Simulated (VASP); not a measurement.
## EuS: single point with PBE+D3(BJ)+U

The system is EuS.

```
Eu S
1.0
     0.00000    2.91634    2.91634
     2.91634    0.00000    2.91634
     2.91634    2.91634    0.00000
Eu S
1 1
Direct
  0.50000 0.50000 0.50000
  0.00000 0.00000 0.00000
```

```
Program                : VASP 6.6.1
Task                   : single point
Functional             : PBE
Dispersion             : D3(BJ)
Potentials or basis    : VASP PAW PBE potentials, release 64 (Eu, S)
Cutoff                 : 600 eV
k mesh                 : 8 × 8 × 8
Occupations            : gaussian, width 0.05 eV
Spin                   : collinear spin, ferromagnetic start
Starting moments       : [7.52, -0.07] μB
Hubbard terms          : Eu f U = 6.0 eV
Dipole correction      : no
Further INCAR settings : ALGO = Normal; EDIFF = 1e-06; NBANDS = 22
```

The pressure is 2.4 GPa, the band gap on the k mesh is 0.07 eV (least direct gap 0.37 eV) and the net moment is 7.00 μB per cell. The site moments are Eu +6.71; S -0.07 μB, the valence electrons inside the program's atomic spheres are Eu 14.92; S 3.79 and the dispersion energy per atom is -0.352 eV.

Levels at points of the mesh, in eV from the valence-band top:
Spin up:
```
           k point  band 12  band 13  band 14  band 15  band 16  band 17  band 18  band 19
(0.00, 0.00, 0.00)    -0.64     0.00     0.00     0.00     2.14     2.14     2.14     2.23
(0.50, 0.00, 0.00)    -0.67    -0.67    -0.64    -0.63     4.10     4.57     5.04     5.04
(0.50, 0.50, 0.00)    -0.69    -0.66    -0.30    -0.30     0.07     4.34     4.66     6.05
```
Spin down:
```tsv
k point	band 6	band 7	band 8	band 9	band 10	band 11
(0.00, 0.00, 0.00)	-1.65	-1.65	-1.65	2.71	2.80	2.80
(0.50, 0.00, 0.00)	-4.43	-2.97	-2.97	4.24	5.28	6.04
(0.50, 0.50, 0.00)	-2.80	-2.00	-2.00	0.62	5.19	5.29
```

Eigenvalues of the final occupation matrices:
```
    site  spin  trace                         eigenvalues
site 1 f     1   6.81  0.97 0.97 0.97 0.97 0.97 0.97 0.97
site 1 f     2   0.01  0.00 0.00 0.00 0.00 0.00 0.00 0.00
```

Run time: 2.1 min on 1 thread of Intel(R) Xeon(R) Platinum 8124M CPU @ 3.00GHz (Skylake/Cascade Lake), with other jobs on the host, peak memory 0.29 GiB.

Caveat: three body term missing; spin-orbit coupling is left out, which moves the levels of the heavy elements; a cell with one magnetic atom can't hold antiferromagnetic order, which such compounds often take. A k mesh can miss the band edges.
